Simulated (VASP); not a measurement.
Li, 1 atom in the cell. Symmetry: Fm-3m, No. 225, cubic system. Conventional cell: a = 4.232 Å, b = 4.232 Å, c = 4.232 Å, α = 90.00°, β = 90.00°, γ = 90.00°. Li (site symmetry m-3m) has 12 Li at 2.99 Å within 3.9 Å. This isn't the form of Li at room conditions, which is bcc.

* Program: VASP 6.6.1
* Task: relaxation of cell and atoms
* Functional: LDA
* Potentials or basis: VASP PAW LDA potentials, release 64 (Li_sv)
* Cutoff: 600 eV
* k mesh: 22 × 22 × 22
* Occupations: fermi-dirac, width 0.1 eV
* Spin: no spin polarisation
* Target pressure: 2 GPa
* Dipole correction: no
* Further INCAR settings: ALGO = Normal; EDIFF = 1e-06; IBRION = 2; EDIFFG = -0.002; NSW = 100; ISIF = 3

Potentials or basis: VASP PAW LDA potentials, release 64 (Li_sv).

Command:

```console
$ cat potpaw_LDA.64/Li_sv/POTCAR > POTCAR
$ mpirun -np 1 vasp_std > vasp.out
```

Hardware: 1 thread of AMD EPYC 9R45 96-Core Processor (Zen 5), on a shared host.

**Question.** How long does it take, and how much memory?

**Answer.** Wall time 75 s on 1 thread of AMD EPYC 9R45 96-Core Processor (Zen 5) (shared host), peak memory 0.11 GiB. Counts: scf iterations 58, k points 328, ion steps 18.
